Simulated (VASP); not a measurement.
# CdS (Fm-3m) in VASP: notebook, part 2 of 2

VASP 6.6.1.

## Step 4: Single point, PBE

Contents of INCAR:

```
PREC = Accurate ; ENCUT = 500
EDIFF = 1E-6 ; ISMEAR = -1
SIGMA = 0.0029 ; LREAL = F
LASPH = T ; NELM = 120
ALGO = Normal ; ISIF = 2
LWAVE = F ; LCHARG = F
GGA = PE ; NBANDS = 16
GGA_COMPAT = F
```

Contents of KPOINTS:

```
regular mesh
0
Gamma
  4 4 4
```

Contents of POSCAR:

```
CdS
1.0
    0.0000000000      2.7532440000      2.7532440000
    2.7532440000      0.0000000000      2.7532440000
    2.7532440000      2.7532440000      0.0000000000
Cd S
1 1
Direct
    0.7010000000      0.3070000000      0.3160000000
    1.2010000000      0.8070000000      0.8160000000
```

Potentials or basis: VASP PAW PBE potentials, release 64 (Cd, S).

Launch:

```console
> cat potpaw_PBE.64/Cd/POTCAR potpaw_PBE.64/S/POTCAR > POTCAR
> mpirun -np 1 vasp_std > vasp.out
```

OUTCAR:

```text
PREC = Accurate
   ENCUT = 500
   EDIFF = 1E-6
   ISMEAR = -1
   LREAL = F
   LASPH = T
   NELM = 120
   ISIF = 2
   GGA = PE

 ion  position               nearest neighbor table
   1  0.701  0.307  0.316-   2 2.75   2 2.75   2 2.75   2 2.75   2 2.75   2 2.75
   2  0.201  0.807  0.816-   1 2.75   1 2.75   1 2.75   1 2.75   1 2.75   1 2.75

  LATTYP: Found a face centered cubic cell.
 ALAT       =     5.5064880000

  Lattice vectors:

 A1 = (   0.0000000000,   2.7532440000,   2.7532440000)
 A2 = (   2.7532440000,   0.0000000000,   2.7532440000)
 A3 = (   2.7532440000,   2.7532440000,   0.0000000000)

Analysis of symmetry for initial positions (statically):
=====================================================================
 Subroutine PRICEL returns:
 Original cell was already a primitive cell.

 Routine SETGRP: Setting up the symmetry group for a
 face centered cubic supercell.

 Subroutine GETGRP returns: Found 48 space group operations
 (whereof  1 operations were pure point group operations)
 out of a pool of 48 trial point group operations.

The static configuration has the point symmetry C_1 .
 The point group associated with its full space group is O_h .

Analysis of symmetry for dynamics (positions and initial velocities):
=====================================================================
 Subroutine PRICEL returns:
 Original cell was already a primitive cell.

 Routine SETGRP: Setting up the symmetry group for a
 face centered cubic supercell.

 Subroutine GETGRP returns: Found 48 space group operations
 (whereof  1 operations were pure point group operations)
 out of a pool of 48 trial point group operations.

The dynamic configuration has the point symmetry C_1 .
 The point group associated with its full space group is O_h .

 Subroutine INISYM returns: Found 48 space group operations
[... 93 lines left out ...]
   EMIN   =  10.00;   EMAX   =-10.00  energy-range for DOS
   EFERMI =   0.00;   METHOD = LEGACY
   ISMEAR =    -1;   SIGMA  =   0.00  broadening in eV -4-tet -1-fermi 0-gaus
   EFERMI_NEDOS =   21; number of points for ismear=-14 and -15
   IALGO  =     38    algorithm
   IMIX   =      4    mixing-type and parameters
     AMIX     =   0.40;   BMIX     =  1.00
     AMIX_MAG =   1.60;   BMIX_MAG =  1.00
  volume/ion in A,a.u.               =      20.87       140.84
  Fermi-wavevector in a.u.,A,eV,Ry     =   1.236833  2.337275 20.813583  1.529755
  Thomas-Fermi vector in A             =   2.371425
   LORBIT       =      0    0 simple, 1 ext, 2 COOP (PROOUT), +10 PAW based schemes
   GGA     = PE    functional components
   LHFCALC =     F    Hartree Fock is set to
   AEXX    =    0.0000 exact exchange contribution
   IVDW    =     0    specifies the selected vdW correction
   LEPSILON=     F    determine dielectric tensor
   LRPA    =     F    only Hartree local field effects (RPA)
 non-spin polarized calculation
  energy-cutoff  :      500.00
  volume of cell :       41.74
 maximum number of plane-waves:      1068
   NGX = 15   NGY = 15   NGZ = 15

 number of electron      17.9999999 magnetization

 Free energy of the ion-electron system (eV)
  ---------------------------------------------------
  ext. energy  EPLUGINS =         0.00000000
  ---------------------------------------------------
  free energy    TOTEN  =        -5.79936935 eV

  energy without entropy =       -5.79936935  energy(sigma->0) =       -5.79936935

 E-fermi :   2.8584     XC(G=0): -10.2939

 val. band max:        2.7568689041   @ k =   0.5000   0.0000   0.0000
 cond. band min:       2.9647158030   @ k =   0.5000   0.5000   0.0000
 fundamental gap:      0.2078468989
 Fermi energy:         2.8583509091

 k-point     1 :       0.0000    0.0000    0.0000
  band No.  band energies     occupation
      1      -9.9002      2.00000
      2      -4.8844      2.00000
      3      -4.8844      2.00000
      4      -4.8844      2.00000
      5      -4.8818      2.00000
      6      -4.8818      2.00000
[... 129 lines left out ...]
      3      -4.8784      2.00000
      4      -4.8784      2.00000
      5      -4.6288      2.00000
      6      -4.1489      2.00000
[... 8 lines left out ...]
     15      15.5866      0.00000
     16      17.3534      0.00000

------------------------ aborting loop because EDIFF is reached ----------------------------------------

  FORCE on cell =-STRESS in cart. coord.  units (eV):
  Direction    XX          YY          ZZ          XY          YZ          ZX
  --------------------------------------------------------------------------------------
  -------------------------------------------------------------------------------------
  Total        0.0677072      0.0677072      0.0677072     -0.0000000     -0.0000000      0.0000000
  in kB        2.5988508      2.5988508      2.5988508     -0.0000000     -0.0000000      0.0000000
  external PRESSURE =       2.5988508 kB  Pullay stress =       0.0000000 kB

 VOLUME and BASIS-vectors are now :
 -----------------------------------------------------------------------------
  energy-cutoff  :      500.00
  volume of cell :       41.74
      direct lattice vectors                 reciprocal lattice vectors
     0.000000000  2.753244000  2.753244000    -0.181603955  0.181603955  0.181603955
     2.753244000  0.000000000  2.753244000     0.181603955 -0.181603955  0.181603955
     2.753244000  2.753244000  0.000000000     0.181603955  0.181603955 -0.181603955

 POSITION                                       TOTAL-FORCE (eV/Angst)
 -----------------------------------------------------------------------------------
      1.71527      2.80005      2.77527        -0.000000      0.000000     -0.000000
      4.46852      2.80005      2.77527         0.000000     -0.000000      0.000000
 -----------------------------------------------------------------------------------
    total drift:                               -0.000001     -0.000001      0.000023

  FREE ENERGIE OF THE ION-ELECTRON SYSTEM (eV)
  ---------------------------------------------------
  free  energy   TOTEN  =        -5.7993693484 eV

  energy  without entropy=       -5.7993693484  energy(sigma->0) =       -5.79936935
```

stdout:

```text
POSCAR found type information on POSCAR CdS
 POSCAR found :  2 types and       2 ions
 scaLAPACK will be used
 LDA part: xc-table for (Slater+PW92), standard interpolation
 POSCAR, INCAR and KPOINTS ok, starting setup
 FFT: planning ... GRIDC
 FFT: planning ... GRID_SOFT
 FFT: planning ... GRID
 WAVECAR not read
 entering main loop
```

Run time: 7.8 s. Hardware: 1 thread of Intel Xeon 6455B, shared host; peak memory 0.15 GiB.

What came out:

```yaml
Free_energy: -5.7994 eV
Pressure: 0.3 GPa
Band_gap_on_the_k_mesh: 0.21 eV, indirect (least direct gap 1.50 eV)
```

Caveat: the k points lie up to 0.49 Å⁻¹ apart. A k mesh can miss the band edges.
